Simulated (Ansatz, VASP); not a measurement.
# One calculation of Ni, two programs

The input INCAR:

```
PREC     = Accurate       # precision mode
ENCUT    = 520            # plane-wave cutoff, eV
EDIFF    = 1E-6           # SCF threshold, eV
ISMEAR   = -1             # smearing method
SIGMA    = 0.1            # smearing width, eV
LREAL    = False          # projectors in reciprocal space
LASPH    = True           # aspherical terms in the spheres
NELM     = 150            # most SCF steps
ALGO     = Normal         # electronic algorithm
ISIF     = 2              # what is computed and relaxed
LWAVE    = False          # write WAVECAR
LCHARG   = False          # write CHGCAR
ISPIN    = 2              # spin polarisation
MAGMOM   = 1.5            # initial moments
LORBIT   = 11             # projections on sites
LMAXMIX  = 4              # l up to which the mixer works
GGA      = CA             # functional
NBANDS   = 15             # bands
```

The input KPOINTS:

```
Automatic mesh
0
Gamma
  16 16 16
```

Contents of POSCAR:

```
Ni
1.0
    0.0000000000      1.8188104652      1.8188104652
    1.8188104652      0.0000000000      1.8188104652
    1.8188104652      1.8188104652      0.0000000000
Ni
1
Direct
    0.0000000000      0.0000000000      0.0000000000
```

Input for Ansatz:

```yaml
crystal:
  lattice:
    - [0.0, 1.8188104652, 1.8188104652]
    - [1.8188104652, 0.0, 1.8188104652]
    - [1.8188104652, 1.8188104652, 0.0]
  atoms:
    - { symbol: Ni, position: [0.0, 0.0, 0.0], spin: 1.5 }
magnetization:
  spin_polarized: true
kpoints:
  mp_grid: { grid: [16, 16, 16] }
scf:
  occupations: { method: fermi_dirac, width: 0.1 }
hamiltonian:
  xc: lda
  pseudopotentials: { kind: paw }
output:
  forces: true
  stress: true
  eigenvalues: true
  populations: true
  write_density: true
  write_potential: true
  elf: true
  volumetric_format: npy
```

Change from the starting cell: volume scaled by 1.1, PAW files.

Alike in both runs: task single point; functional LDA; k mesh 16 × 16 × 16; occupations fermi-dirac, width 0.1 eV; collinear spin.

```csv
,VASP,Ansatz
version,VASP 6.6.1,Ansatz 0.2.0
potentials or method,"VASP PAW LDA potentials, release 64 (Ni)","PAW with Ansatz's default frozen-core files, scalar-relativistic"
plane-wave cutoff (eV),520,420
valence electrons in the cell,10,18
```

|  | VASP | Ansatz | Ansatz less VASP |
| --- | --- | --- | --- |
| pressure (GPa) | -29.0 | -29.4 | -0.42 |
| net moment per atom (μB) | 0.60 | 0.62 | +0.026 |
| size of the moment on the site where the two differ most (μB) | 0.60 | 0.65 | +0.047 |

LDA's correlation is that of Perdew and Zunger in VASP and of Perdew and Wang (1992) in Ansatz. Site moments also hang on the region over which each program counts them. Both programs put the cell under strong tension, so it lies far from rest at this level. VASP's potentials hold 10 valence electrons a cell and Ansatz's 18, so a difference there can come from the potentials and not from the codes.
